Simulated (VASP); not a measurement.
Wanted: the native input for a VASP 6.6.1 run.

- Task: single point
- Functional: PBE
- Potentials or basis: VASP PAW PBE potentials, release 64 (Li_sv)
- Cutoff: 520 eV
- k mesh: 6 × 6 × 4
- Occupations: gaussian, width 0.1 eV
- Spin: no spin polarisation
- Dipole correction: no
- Further INCAR settings: ALGO = Normal; EDIFF = 1e-07; NBANDS = 12

The structure of Li lies in POSCAR:

```
Li
1.0
    3.5545951200      0.0000000000      0.0000000000
   -1.7772975600      3.0783696700      0.0000000000
    0.0000000000      0.0000000000      5.6034012000
Li
3
Direct
    0.6666666700      0.3333333300      0.7249647000
    0.6666666700      0.3333333300      0.2750353000
    0.0000000000      0.0000000000      0.0000000000
```

The input as run:

INCAR

```
SYSTEM = Li
ALGO = Normal
EDIFF = 1E-7
ENCUT = 520
GGA = PE
ISIF = 2
ISMEAR = 0
LASPH = .TRUE.
LCHARG = .TRUE.
LELF = .TRUE.
LREAL = .FALSE.
LVHAR = .TRUE.
LWAVE = .FALSE.
NBANDS = 12
NELM = 80
PREC = Accurate
SIGMA = 0.1
```

KPOINTS

```
k-points
0
G
  6 6 4
  0 0 0
```

Potentials or basis: VASP PAW PBE potentials, release 64 (Li_sv).

Launch:

```bash
$ cat potpaw_PBE.64/Li_sv/POTCAR > POTCAR
$ mpirun -np 1 vasp_std > vasp.out
```

Results of the run:

```json
{"Largest force": "0.408 eV/Å"}
```

It took 18 s on 1 thread of AMD EPYC 7R43 64-Core Processor (Zen 3), on a shared host, peak memory 0.13 GiB.
